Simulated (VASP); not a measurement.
# SiGe4 (P1) in VASP: single point with PBE

Aim: the single point of SiGe4 with PBE.

Everything below comes from runs of VASP 6.6.1. Logs are shortened: lines on timing, memory, paths and dates and some standing lists are left out, and cuts for length are marked.

## 1. The cell of the first run

The typed cell holds 5 atoms: a = 5.339 Å, b = 5.339 Å, c = 5.339 Å, α = 109.47°, β = 109.47°, γ = 109.47°.

## 2. Single point, PBE

Contents of INCAR:

```
SYSTEM = SiGe4
PREC     = Accurate       ! precision mode
ENCUT    = 410            ! plane-wave cutoff, eV
EDIFF    = 1E-6           ! SCF threshold, eV
ISMEAR   = 1              ! smearing method
SIGMA    = 0.15           ! smearing width, eV
LREAL    = .False.        ! projectors in reciprocal space
LASPH    = .True.         ! aspherical terms in the spheres
NELM     = 120            ! most SCF steps
ALGO     = Normal         ! electronic algorithm
ISIF     = 2              ! what is computed and relaxed
LWAVE    = .False.        ! write WAVECAR
LCHARG   = .False.        ! write CHGCAR
GGA      = PE             ! functional
NBANDS   = 38             ! bands
GGA_COMPAT= .False.
```

Contents of KPOINTS:

```
regular mesh
0
Gamma
  3 3 3
  0 0 0
```

Contents of POSCAR:

```
SiGe4
1.0
   -3.0822040000      3.0822040000      3.0822040000
    3.0822040000     -3.0822040000      3.0822040000
    3.0822040000      3.0822040000     -3.0822040000
Si Ge
1 4
Direct
   -0.0057325862     -0.0057638949     -0.0117355957
    0.3549568750      0.3507571206      0.3582103910
    0.6538790100      0.0075885632      0.0135591285
   -0.0075939166      0.0007064750      0.6287625673
    0.0009747895      0.6431767657      0.0040060619
```

Potentials or basis: VASP PAW PBE potentials, release 64 (Si, Ge_d).

The run is started by

```bash
> cat potpaw_PBE.64/Si/POTCAR potpaw_PBE.64/Ge_d/POTCAR > POTCAR
> mpirun -np 1 vasp_std > vasp.out
```

OUTCAR:

```text
SYSTEM = SiGe4
   PREC = Accurate
   ENCUT = 410
   EDIFF = 1E-6
   ISMEAR = 1
   LREAL = .False.
   LASPH = .True.
   NELM = 120
   ISIF = 2
   GGA = PE

 ion  position               nearest neighbor table
   1  0.994  0.994  0.988-   3 1.89   5 1.92   4 1.93   2 1.94
   2  0.355  0.351  0.358-   1 1.94
   3  0.654  0.008  0.014-   1 1.89
   4  0.992  0.001  0.629-   1 1.93
   5  0.001  0.643  0.004-   1 1.92

  LATTYP: Found a body centered cubic cell.
 ALAT       =     6.1644080000

  Lattice vectors:

 A1 = (  -3.0822040000,   3.0822040000,   3.0822040000)
 A2 = (   3.0822040000,  -3.0822040000,   3.0822040000)
 A3 = (   3.0822040000,   3.0822040000,  -3.0822040000)

Analysis of symmetry for initial positions (statically):
=====================================================================
 Subroutine PRICEL returns:
 Original cell was already a primitive cell.

 Routine SETGRP: Setting up the symmetry group for a
 body centered cubic supercell.

 Subroutine GETGRP returns: Found  1 space group operations
 (whereof  1 operations were pure point group operations)
 out of a pool of 48 trial point group operations.

The static configuration has the point symmetry C_1 .

Analysis of symmetry for dynamics (positions and initial velocities):
=====================================================================
 Subroutine PRICEL returns:
 Original cell was already a primitive cell.

 Routine SETGRP: Setting up the symmetry group for a
 body centered cubic supercell.

 Subroutine GETGRP returns: Found  1 space group operations
 (whereof  1 operations were pure point group operations)
 out of a pool of 48 trial point group operations.

The dynamic configuration has the point symmetry C_1 .

 Subroutine INISYM returns: Found  1 space group operations
 (whereof  1 operations are pure point group operations),
 and found     1 'primitive' translations

----------------------------------------------------------------------------------------

                                     Primitive cell

  volume of cell :     117.1235

  direct lattice vectors                    reciprocal lattice vectors
    -3.082204000  3.082204000  3.082204000     0.000000000  0.162221579  0.162221579
     3.082204000 -3.082204000  3.082204000     0.162221579  0.000000000  0.162221579
     3.082204000  3.082204000 -3.082204000     0.162221579  0.162221579  0.000000000

  length of vectors
     5.338533927  5.338533927  5.338533927     0.229415957  0.229415957  0.229415957

  position of ions in fractional coordinates (direct lattice)
     0.994267414  0.994236105  0.988264404
     0.354956875  0.350757121  0.358210391
     0.653879010  0.007588563  0.013559128
     0.992406083  0.000706475  0.628762567
     0.000974789  0.643176766  0.004006062

  ion indices of the primitive-cell ions
   primitive index   ion index
                 1           1
                 2           2
                 3           3
                 4           4
                 5           5

----------------------------------------------------------------------------------------

 KPOINTS: regular mesh

Automatic generation of k-mesh.
 Grid dimensions read from file:
 generate k-points for:    3    3    3

 Generating k-lattice:

  Cartesian coordinates                     Fractional coordinates (reciprocal lattice)
     0.000000000  0.054073860  0.054073860     0.333333333  0.000000000  0.000000000
     0.054073860  0.000000000  0.054073860     0.000000000  0.333333333  0.000000000
     0.054073860  0.054073860  0.000000000     0.000000000  0.000000000  0.333333333

  Length of vectors
     0.076471986  0.076471986  0.076471986

  Shift w.r.t. Gamma in fractional coordinates (k-lattice)
     0.000000000  0.000000000  0.000000000

 Subroutine IBZKPT returns following result:
 ===========================================

 Found     14 irreducible k-points:

 Following reciprocal coordinates:
            Coordinates               Weight
  0.000000  0.000000  0.000000      1.000000
  0.333333  0.000000  0.000000      2.000000
  0.000000  0.333333  0.000000      2.000000
  0.000000  0.000000  0.333333      2.000000
  0.333333  0.000000 -0.333333      2.000000
  0.333333 -0.333333  0.000000      2.000000
  0.000000  0.333333 -0.333333      2.000000
  0.333333  0.333333  0.000000      2.000000
  0.000000  0.333333  0.333333      2.000000
  0.333333  0.000000  0.333333      2.000000
 -0.333333 -0.333333 -0.333333      2.000000
 -0.333333  0.333333  0.333333      2.000000
  0.333333 -0.333333  0.333333      2.000000
  0.333333  0.333333 -0.333333      2.000000
   k-points           NKPTS =     14   k-points in BZ     NKDIM =     14   number of bands    NBANDS=     38
   number of dos      NEDOS =    301   number of ions     NIONS =      5
   total plane-waves  NPLWV =  46656
   dimension x,y,z NGX =    36 NGY =   36 NGZ =   36
   dimension x,y,z NGXF=    72 NGYF=   72 NGZF=   72
   ions per type =               1   4
   NGX,Y,Z   is equivalent  to a cutoff of  11.21, 11.21, 11.21 a.u.
   NGXF,Y,Z  is equivalent  to a cutoff of  22.42, 22.42, 22.42 a.u.
 SYSTEM =  SiGe4
   PREC   = accura    normal or accurate (medium, high low for compatibility)
   ISTART =      0    job   : 0-new  1-cont  2-samecut
   ICHARG =      2    charge: 1-file 2-atom 10-const
   ISPIN  =      1    spin polarized calculation?
   LNONCOLLINEAR =      F non collinear calculations
   LSORBIT =      F    spin-orbit coupling
   LASPH  =      T    aspherical Exc in radial PAW
   ENCUT  =  410.0 eV  30.13 Ry    5.49 a.u.   8.81  8.81  8.81*2*pi/ulx,y,z
   NELM   =    120;   NELMIN=  2; NELMDL= -5     # of ELM steps
   EDIFF  = 0.1E-05   stopping-criterion for ELM
   LREAL  =      F    real-space projection
   EDIFFG = 0.1E-04   stopping-criterion for IOM
   NSW    =      0    number of steps for IOM
   IBRION =     -1    ionic relax: 0-MD 1-quasi-New 2-CG
   NFREE  =      0    steps in history (QN), initial steepest desc. (CG)
   ISIF   =      2    stress and relaxation
   ISYM   =      2    0-nonsym 1-usesym 2-fastsym
   POTIM  = 0.5000    time-step for ionic-motion
   TEBEG  =    0.0;   TEEND  =   0.0 temperature during run
   PSTRESS=    0.0 pullay stress
   NELECT =      60.0000    total number of electrons
   NUPDOWN=      -1.0000    fix difference up-down
   EMIN   =  10.00;   EMAX   =-10.00  energy-range for DOS
   EFERMI =   0.00;   METHOD = LEGACY
   ISMEAR =     1;   SIGMA  =   0.15  broadening in eV -4-tet -1-fermi 0-gaus
   EFERMI_NEDOS =   21; number of points for ismear=-14 and -15
   IALGO  =     38    algorithm
   IMIX   =      4    mixing-type and parameters
     AMIX     =   0.40;   BMIX     =  1.00
     AMIX_MAG =   1.60;   BMIX_MAG =  1.00
  volume/ion in A,a.u.               =      23.42       158.08
  Fermi-wavevector in a.u.,A,eV,Ry     =   1.309917  2.475385 23.346009  1.715883
  Thomas-Fermi vector in A             =   2.440483
   LORBIT       =      0    0 simple, 1 ext, 2 COOP (PROOUT), +10 PAW based schemes
   GGA     = PE    functional components
   LHFCALC =     F    Hartree Fock is set to
   AEXX    =    0.0000 exact exchange contribution
   IVDW    =     0    specifies the selected vdW correction
   LEPSILON=     F    determine dielectric tensor
   LRPA    =     F    only Hartree local field effects (RPA)
 non-spin polarized calculation
 Methfessel and Paxton  Order N= 1 SIGMA  =   0.15
  energy-cutoff  :      410.00
  volume of cell :      117.12
 maximum number of plane-waves:      2226
   NGX = 17   NGY = 17   NGZ = 17

 number of electron      59.9999997 magnetization

 Free energy of the ion-electron system (eV)
  ---------------------------------------------------
  ext. energy  EPLUGINS =         0.00000000
  ---------------------------------------------------
  free energy    TOTEN  =       -12.89303756 eV

  energy without entropy =      -12.89273896  energy(sigma->0) =      -12.89293802

 E-fermi :   3.8943     XC(G=0):  -9.6002

 val. band max:        3.8162240039   @ k =   0.0000   0.0000   0.0000
 cond. band min:       3.9767921014   @ k =   0.0000   0.0000   0.0000
 fundamental gap:      0.1605680975
 Fermi energy:         3.8943201254

 k-point     1 :       0.0000    0.0000    0.0000
  band No.  band energies     occupation
      1     -20.7723      2.00000
      2     -20.7095      2.00000
      3     -20.6935      2.00000
      4     -20.6565      2.00000
      5     -20.6119      2.00000
      6     -20.6069      2.00000
[... 30 lines left out ...]
     37      10.7825      0.00000
     38      10.8444      0.00000

 k-point     2 :       0.3333    0.0000    0.0000
  band No.  band energies     occupation
      1     -20.7722      2.00000
      2     -20.7110      2.00000
      3     -20.6934      2.00000
      4     -20.6613      2.00000
      5     -20.6094      2.00000
      6     -20.6038      2.00000
[... 30 lines left out ...]
     37       9.6806      0.00000
     38      10.8277      0.00000

 k-point     3 :       0.0000    0.3333    0.0000
  band No.  band energies     occupation
      1     -20.7720      2.00000
      2     -20.7091      2.00000
      3     -20.6959      2.00000
      4     -20.6626      2.00000
      5     -20.6091      2.00000
      6     -20.6033      2.00000
[... 30 lines left out ...]
     37       9.6328      0.00000
     38      10.8060      0.00000

 k-point     4 :       0.0000    0.0000    0.3333
  band No.  band energies     occupation
      1     -20.7725      2.00000
      2     -20.7106      2.00000
      3     -20.6934      2.00000
      4     -20.6613      2.00000
      5     -20.6116      2.00000
      6     -20.6033      2.00000
[... 30 lines left out ...]
     37       9.6032      0.00000
     38      10.8282      0.00000
[... 293 lines left out ...]
      4     -20.6583      2.00000
      5     -20.6073      2.00000
      6     -20.6013      2.00000
[... 30 lines left out ...]
     37       9.7201      0.00000
     38      10.5138      0.00000

 k-point    13 :       0.3333   -0.3333    0.3333
  band No.  band energies     occupation
      1     -20.7720      2.00000
      2     -20.7108      2.00000
      3     -20.6945      2.00000
      4     -20.6584      2.00000
      5     -20.6075      2.00000
      6     -20.6012      2.00000
[... 30 lines left out ...]
     37       9.7075      0.00000
     38      10.5109      0.00000

 k-point    14 :       0.3333    0.3333   -0.3333
  band No.  band energies     occupation
      1     -20.7720      2.00000
      2     -20.7105      2.00000
      3     -20.6947      2.00000
      4     -20.6585      2.00000
      5     -20.6075      2.00000
      6     -20.6019      2.00000
[... 30 lines left out ...]
     37       9.7381      0.00000
     38      10.5377      0.00000

------------------------ aborting loop because EDIFF is reached ----------------------------------------

  FORCE on cell =-STRESS in cart. coord.  units (eV):
  Direction    XX          YY          ZZ          XY          YZ          ZX
  --------------------------------------------------------------------------------------
  -------------------------------------------------------------------------------------
  Total       21.2405312     21.1809241     20.5975397     -1.2985754     -0.1952849     -1.4413748
  in kB      290.5573231    289.7419352    281.7615976    -17.7637081     -2.6713762    -19.7171158
  external PRESSURE =     287.3536186 kB  Pullay stress =       0.0000000 kB

 VOLUME and BASIS-vectors are now :
 -----------------------------------------------------------------------------
  energy-cutoff  :      410.00
  volume of cell :      117.12
      direct lattice vectors                 reciprocal lattice vectors
    -3.082204000  3.082204000  3.082204000     0.000000000  0.162221579  0.162221579
     3.082204000 -3.082204000  3.082204000     0.162221579  0.000000000  0.162221579
     3.082204000  3.082204000 -3.082204000     0.162221579  0.162221579  0.000000000

 POSITION                                       TOTAL-FORCE (eV/Angst)
 -----------------------------------------------------------------------------------
      3.04594      3.04613      3.08294        -1.590703     -0.009104      1.703165
      1.09113      1.11702      1.07108         5.635723      5.756781      5.287547
     -1.95021      2.03379      1.99699         7.277331     -6.189740     -6.751254
     -1.11865      4.99459      1.12300        -5.617306     -5.892409      5.881522
      1.99174     -1.96705      1.97306        -5.705045      6.334472     -6.120980
 -----------------------------------------------------------------------------------
    total drift:                               -0.002162     -0.001772     -0.000615

  FREE ENERGIE OF THE ION-ELECTRON SYSTEM (eV)
  ---------------------------------------------------
  free  energy   TOTEN  =       -12.8930375562 eV

  energy  without entropy=      -12.8927389567  energy(sigma->0) =      -12.89293802
```

It took 40 s on 1 thread of AMD EPYC 7R13 (Zen 3), shared host; peak memory 0.18 GiB.

Results:

- Free energy: -12.8930 eV
- Pressure: 28.7 GPa
- Largest force: 11.698 eV/Å
- Band gap on the k mesh: 0.16 eV

Forces on the atoms (eV/Å):
```
Si  -1.591 -0.009  1.703
Ge   5.636  5.757  5.288
Ge   7.277 -6.190 -6.751
Ge  -5.617 -5.892  5.882
Ge  -5.705  6.334 -6.121
```

Stress tensor (GPa, compression positive):
```
29.06 -1.78 -1.97
-1.78 28.97 -0.27
-1.97 -0.27 28.18
```

Caveat: the k points lie up to 0.48 Å⁻¹ apart; forces of over 1 eV/Å act on the atoms, so gaps and moduli don't describe the material at rest.
